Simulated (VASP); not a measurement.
# CuI (F-43m) in VASP: settings compared

CuI is run at these levels: r2SCAN, PBE; tasks: single point.

All numbers are computed with VASP 6.6.1; they aren't measurements. Logs are shortened: lines on timing, memory, paths and dates and some standing lists are left out, and cuts for length are marked.

## 1. The cell of the first run

It takes space group F-43m (No. 216, cubic). Conventional cell: a = 6.024 Å, b = 6.024 Å, c = 6.024 Å, α = 90.00°, β = 90.00°, γ = 90.00°. Cu (site symmetry -43m) has 4 I at 2.61 Å within 3.4 Å. Within 3.4 Å of I (site symmetry -43m) lie 4 Cu at 2.61 Å.

## 2. Single point, r2SCAN

Input file POSCAR:

```
CuI
1.0
    0.0000000000      3.0120291186      3.0120291186
    3.0120291186      0.0000000000      3.0120291186
    3.0120291186      3.0120291186      0.0000000000
Cu I
1 1
Direct
    0.0000000000      0.0000000000      0.0000000000
    0.2500000000      0.2500000000      0.2500000000
```

Input file INCAR.step1:

```
SYSTEM = CuI
PREC = Accurate
ENCUT = 520
ISMEAR = 0
SIGMA = 0.01
LREAL = .False.
LASPH = .True.
NELM = 60
NBANDS = 16
GGA = PE
ALGO = Normal
EDIFF = 1E-4
LWAVE = .True.
LCHARG = .False.
```

Input file INCAR.step2:

```
SYSTEM = CuI
PREC = Accurate
ENCUT = 520
EDIFF = 1E-6
ISMEAR = 0
SIGMA = 0.01
LREAL = .False.
LASPH = .True.
NELM = 60
ALGO = Normal
ISIF = 2
LWAVE = .False.
LCHARG = .False.
METAGGA = R2SCAN
LMIXTAU = .True.
NBANDS = 16
ISTART = 1
```

Input file KPOINTS:

```
regular mesh
0
Gamma
  6 6 6
  0 0 0
```

Potentials or basis: VASP PAW PBE potentials, release 64 (Cu, I).

Started as:

```
$ cat potpaw_PBE.64/Cu/POTCAR potpaw_PBE.64/I/POTCAR > POTCAR
$ cp INCAR.step1 INCAR
$ mpirun -np 1 vasp_std > vasp.out
$ cp INCAR.step2 INCAR
$ mpirun -np 1 vasp_std > vasp.out
```

OUTCAR:

```text
SYSTEM = CuI
   PREC = Accurate
   ENCUT = 520
   EDIFF = 1E-6
   ISMEAR = 0
   LREAL = .False.
   LASPH = .True.
   NELM = 60
   ISIF = 2
   METAGGA = R2SCAN
   ISTART = 1

 ion  position               nearest neighbor table
   1  0.000  0.000  0.000-   2 2.61   2 2.61   2 2.61   2 2.61
   2  0.250  0.250  0.250-   1 2.61   1 2.61   1 2.61   1 2.61

  LATTYP: Found a face centered cubic cell.
 ALAT       =     6.0240582372

  Lattice vectors:

 A1 = (   0.0000000000,   3.0120291186,   3.0120291186)
 A2 = (   3.0120291186,   0.0000000000,   3.0120291186)
 A3 = (   3.0120291186,   3.0120291186,   0.0000000000)

Analysis of symmetry for initial positions (statically):
=====================================================================
 Subroutine PRICEL returns:
 Original cell was already a primitive cell.

 Routine SETGRP: Setting up the symmetry group for a
 face centered cubic supercell.

 Subroutine GETGRP returns: Found 24 space group operations
 (whereof 24 operations were pure point group operations)
 out of a pool of 48 trial point group operations.

The static configuration has the point symmetry T_d .

Analysis of symmetry for dynamics (positions and initial velocities):
=====================================================================
 Subroutine PRICEL returns:
 Original cell was already a primitive cell.

 Routine SETGRP: Setting up the symmetry group for a
 face centered cubic supercell.

 Subroutine GETGRP returns: Found 24 space group operations
 (whereof 24 operations were pure point group operations)
 out of a pool of 48 trial point group operations.

The dynamic configuration has the point symmetry T_d .

 Subroutine INISYM returns: Found 24 space group operations
 (whereof 24 operations are pure point group operations),
 and found     1 'primitive' translations

----------------------------------------------------------------------------------------

                                     Primitive cell

  volume of cell :      54.6522

  direct lattice vectors                    reciprocal lattice vectors
     0.000000000  3.012029119  3.012029119    -0.166001051  0.166001051  0.166001051
     3.012029119  0.000000000  3.012029119     0.166001051 -0.166001051  0.166001051
     3.012029119  3.012029119  0.000000000     0.166001051  0.166001051 -0.166001051

  length of vectors
     4.259652430  4.259652430  4.259652430     0.287522255  0.287522255  0.287522255

  position of ions in fractional coordinates (direct lattice)
     0.000000000  0.000000000  0.000000000
     0.250000000  0.250000000  0.250000000

  ion indices of the primitive-cell ions
   primitive index   ion index
                 1           1
                 2           2

----------------------------------------------------------------------------------------

 KPOINTS: regular mesh

Automatic generation of k-mesh.
 Grid dimensions read from file:
 generate k-points for:    6    6    6

 Generating k-lattice:

  Cartesian coordinates                     Fractional coordinates (reciprocal lattice)
    -0.027666842  0.027666842  0.027666842     0.166666667  0.000000000  0.000000000
     0.027666842 -0.027666842  0.027666842     0.000000000  0.166666667  0.000000000
     0.027666842  0.027666842 -0.027666842     0.000000000  0.000000000  0.166666667

  Length of vectors
     0.047920376  0.047920376  0.047920376

  Shift w.r.t. Gamma in fractional coordinates (k-lattice)
     0.000000000  0.000000000  0.000000000

 Subroutine IBZKPT returns following result:
 ===========================================

 Found     16 irreducible k-points:

 Following reciprocal coordinates:
            Coordinates               Weight
  0.000000  0.000000  0.000000      1.000000
  0.166667  0.000000  0.000000      8.000000
  0.333333  0.000000  0.000000      8.000000
  0.500000  0.000000  0.000000      4.000000
  0.166667  0.166667  0.000000      6.000000
  0.333333  0.166667  0.000000     24.000000
[... 8 lines left out ...]
 -0.333333  0.333333  0.166667     24.000000
 -0.333333  0.500000  0.166667     12.000000
   k-points           NKPTS =     16   k-points in BZ     NKDIM =     16   number of bands    NBANDS=     16
   number of dos      NEDOS =    301   number of ions     NIONS =      2
   total plane-waves  NPLWV =  32768
   dimension x,y,z NGX =    32 NGY =   32 NGZ =   32
   dimension x,y,z NGXF=    64 NGYF=   64 NGZF=   64
   ions per type =               1   1
   NGX,Y,Z   is equivalent  to a cutoff of  12.49, 12.49, 12.49 a.u.
   NGXF,Y,Z  is equivalent  to a cutoff of  24.98, 24.98, 24.98 a.u.
 SYSTEM =  CuI
   PREC   = accura    normal or accurate (medium, high low for compatibility)
   ISTART =      1    job   : 0-new  1-cont  2-samecut
   ICHARG =      0    charge: 1-file 2-atom 10-const
   ISPIN  =      1    spin polarized calculation?
   LNONCOLLINEAR =      F non collinear calculations
   LSORBIT =      F    spin-orbit coupling
   LASPH  =      T    aspherical Exc in radial PAW
   ENCUT  =  520.0 eV  38.22 Ry    6.18 a.u.   7.92  7.92  7.92*2*pi/ulx,y,z
   NELM   =     60;   NELMIN=  2; NELMDL=  0     # of ELM steps
   EDIFF  = 0.1E-05   stopping-criterion for ELM
   LREAL  =      F    real-space projection
   EDIFFG = 0.1E-04   stopping-criterion for IOM
   NSW    =      0    number of steps for IOM
   IBRION =     -1    ionic relax: 0-MD 1-quasi-New 2-CG
   NFREE  =      0    steps in history (QN), initial steepest desc. (CG)
   ISIF   =      2    stress and relaxation
   ISYM   =      2    0-nonsym 1-usesym 2-fastsym
   POTIM  = 0.5000    time-step for ionic-motion
   TEBEG  =    0.0;   TEEND  =   0.0 temperature during run
   PSTRESS=    0.0 pullay stress
   NELECT =      18.0000    total number of electrons
   NUPDOWN=      -1.0000    fix difference up-down
   EMIN   =  10.00;   EMAX   =-10.00  energy-range for DOS
   EFERMI =   0.00;   METHOD = LEGACY
   ISMEAR =     0;   SIGMA  =   0.01  broadening in eV -4-tet -1-fermi 0-gaus
   EFERMI_NEDOS =   21; number of points for ismear=-14 and -15
   IALGO  =     38    algorithm
   IMIX   =      4    mixing-type and parameters
     AMIX     =   0.40;   BMIX     =  1.00
     AMIX_MAG =   1.60;   BMIX_MAG =  1.00
  volume/ion in A,a.u.               =      27.33       184.41
  Fermi-wavevector in a.u.,A,eV,Ry     =   1.130568  2.136463 17.390734  1.278183
  Thomas-Fermi vector in A             =   2.267264
   LORBIT       =      0    0 simple, 1 ext, 2 COOP (PROOUT), +10 PAW based schemes
   METAGGA = R2SCAN    functional components
   LHFCALC =     F    Hartree Fock is set to
   AEXX    =    0.0000 exact exchange contribution
   IVDW    =     0    specifies the selected vdW correction
   LEPSILON=     F    determine dielectric tensor
   LRPA    =     F    only Hartree local field effects (RPA)
 non-spin polarized calculation
 Gauss-broadening in eV      SIGMA  =   0.01
  energy-cutoff  :      520.00
  volume of cell :       54.65
 maximum number of plane-waves:      1488
   NGX = 15   NGY = 15   NGZ = 15

 number of electron      18.0000016 magnetization

 Free energy of the ion-electron system (eV)
  ---------------------------------------------------
  ext. energy  EPLUGINS =         0.00000000
  ---------------------------------------------------
  free energy    TOTEN  =       -35.79373869 eV

  energy without entropy =      -35.79373869  energy(sigma->0) =      -35.79373869

 E-fermi :   4.5598     XC(G=0):  -9.5448

 val. band max:        4.4709560496   @ k =   0.0000   0.0000   0.0000
 cond. band min:       6.1421826301   @ k =   0.0000   0.0000   0.0000
 fundamental gap:      1.6712265805
 Fermi energy:         4.5597750200

 k-point     1 :       0.0000    0.0000    0.0000
  band No.  band energies     occupation
      1     -10.1590      2.00000
      2       0.5820      2.00000
      3       0.5820      2.00000
      4       0.5820      2.00000
      5       2.5551      2.00000
      6       2.5551      2.00000
[... 8 lines left out ...]
     15      14.5012      0.00000
     16      14.5012      0.00000

 k-point     2 :       0.1667    0.0000    0.0000
  band No.  band energies     occupation
      1     -10.0215      2.00000
      2       0.0698      2.00000
      3       0.5912      2.00000
      4       0.5912      2.00000
      5       2.5456      2.00000
      6       2.5457      2.00000
[... 8 lines left out ...]
     15      13.6201      0.00000
     16      14.1124      0.00000

 k-point     3 :       0.3333    0.0000    0.0000
  band No.  band energies     occupation
      1      -9.7184      2.00000
      2      -0.9466      2.00000
      3       0.6027      2.00000
      4       0.6027      2.00000
      5       2.5564      2.00000
      6       2.5565      2.00000
[... 8 lines left out ...]
     15      14.1623      0.00000
     16      14.1623      0.00000

 k-point     4 :       0.5000    0.0000    0.0000
  band No.  band energies     occupation
      1      -9.5493      2.00000
      2      -1.4451      2.00000
      3       0.6045      2.00000
      4       0.6046      2.00000
      5       2.5836      2.00000
      6       2.5837      2.00000
[... 8 lines left out ...]
     15      15.9140      0.00000
     16      15.9140      0.00000
[... 172 lines left out ...]
 k-point    14 :       0.5000    0.3333    0.1667
  band No.  band energies     occupation
      1      -9.5085      2.00000
      2      -0.9559      2.00000
      3       0.0675      2.00000
      4       0.5264      2.00000
      5       2.4877      2.00000
      6       2.5698      2.00000
[... 8 lines left out ...]
     15      16.1045      0.00000
     16      17.1910      0.00000

 k-point    15 :      -0.3333    0.3333    0.1667
  band No.  band energies     occupation
      1      -9.3926      2.00000
      2      -1.0085      2.00000
      3      -0.2432      2.00000
      4       0.4813      2.00000
      5       2.4475      2.00000
      6       2.5523      2.00000
[... 8 lines left out ...]
     15      16.2685      0.00000
     16      16.9022      0.00000

 k-point    16 :      -0.3333    0.5000    0.1667
  band No.  band energies     occupation
      1      -9.3382      2.00000
      2      -1.1103      2.00000
      3      -0.0959      2.00000
      4       0.3781      2.00000
      5       2.4929      2.00000
      6       2.5014      2.00000
[... 8 lines left out ...]
     15      16.5793      0.00000
     16      17.2499      0.00000

------------------------ aborting loop because EDIFF is reached ----------------------------------------

  FORCE on cell =-STRESS in cart. coord.  units (eV):
  Direction    XX          YY          ZZ          XY          YZ          ZX
  --------------------------------------------------------------------------------------
  -------------------------------------------------------------------------------------
  Total       -0.0171726     -0.0171726     -0.0171726      0.0000000      0.0000000      0.0000000
  in kB       -0.5034289     -0.5034289     -0.5034289      0.0000000      0.0000000      0.0000000
  external PRESSURE =      -0.5034289 kB  Pullay stress =       0.0000000 kB

 VOLUME and BASIS-vectors are now :
 -----------------------------------------------------------------------------
  energy-cutoff  :      520.00
  volume of cell :       54.65
      direct lattice vectors                 reciprocal lattice vectors
     0.000000000  3.012029119  3.012029119    -0.166001051  0.166001051  0.166001051
     3.012029119  0.000000000  3.012029119     0.166001051 -0.166001051  0.166001051
     3.012029119  3.012029119  0.000000000     0.166001051  0.166001051 -0.166001051

 POSITION                                       TOTAL-FORCE (eV/Angst)
 -----------------------------------------------------------------------------------
      0.00000      0.00000      0.00000         0.000000      0.000000     -0.000000
      1.50601      1.50601      1.50601        -0.000000     -0.000000      0.000000
 -----------------------------------------------------------------------------------
    total drift:                                0.000010      0.000010      0.000010

  FREE ENERGIE OF THE ION-ELECTRON SYSTEM (eV)
  ---------------------------------------------------
  free  energy   TOTEN  =       -35.7937386910 eV

  energy  without entropy=      -35.7937386910  energy(sigma->0) =      -35.79373869
```

It took 2 min on 1 thread of Intel Xeon 6975P-C, shared host; peak memory 0.19 GiB.

Results:

- Free energy: -35.7937 eV
- Pressure: -0.1 GPa
- Band gap on the k mesh: 1.67 eV, direct

Levels at points of the mesh, in eV from the valence-band top:
| k point | band 6 | band 7 | band 8 | band 9 | band 10 | band 11 | band 12 | band 13 |
| --- | --- | --- | --- | --- | --- | --- | --- | --- |
| (0.00, 0.00, 0.00) | -1.92 | 0.00 | 0.00 | 0.00 | 1.67 | 5.22 | 5.22 | 5.22 |
| (0.50, 0.00, 0.00) | -1.89 | -1.85 | -0.74 | -0.74 | 2.57 | 5.73 | 5.73 | 7.75 |
| (0.50, 0.50, 0.00) | -1.84 | -1.82 | -1.57 | -1.57 | 2.90 | 3.17 | 9.94 | 10.51 |

Caveat: the PAW data sets were made with another functional, which shifts forces and pressure a little; spin-orbit coupling is left out, which moves the levels of the heavy elements. r2SCAN opens gaps a little over a GGA but as a rule still falls short of measured ones.

(Part 1 of 2 ends here.)
